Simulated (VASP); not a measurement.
Input of a VASP 6.6.1 run:

File INCAR:

```
SYSTEM = MgS
  PREC = Accurate
  ENCUT = 520
  EDIFF = 1E-7
  ISMEAR = 0
  SIGMA = 0.1
  LREAL = .FALSE.
  LASPH = .TRUE.
  NELM = 60
  ALGO = Normal
  ISIF = 2
  LWAVE = .FALSE.
  LCHARG = .TRUE.
  GGA = PE
  LELF = .TRUE.
  LVHAR = .TRUE.
  NBANDS = 11
```

Contents of KPOINTS:

```
Automatic mesh
0
G
  6 6 6
  0 0 0
```

The input POSCAR:

```
MgS
1.0
    3.6120877766      0.0000000000      0.0000000000
   -1.8060438883      3.1281597752      0.0000000000
    0.0000000000      0.0000000000      3.3064050835
Mg S
1 1
Direct
    0.3333333333      0.6666666667      0.5000000000
    0.0000000000      0.0000000000      0.0000000000
```

Potentials or basis: VASP PAW PBE potentials, release 64 (Mg, S).

Launch:

```console
$ cat potpaw_PBE.64/Mg/POTCAR potpaw_PBE.64/S/POTCAR > POTCAR
$ mpirun -np 1 vasp_std > vasp.out
```

Question: Predict the pressure.

Answer: -0.3 GPa.

Question: Estimate the band gap on the k mesh.

Answer: 1.13 eV, indirect (least direct gap 2.10 eV).

A k mesh can miss the band edges.
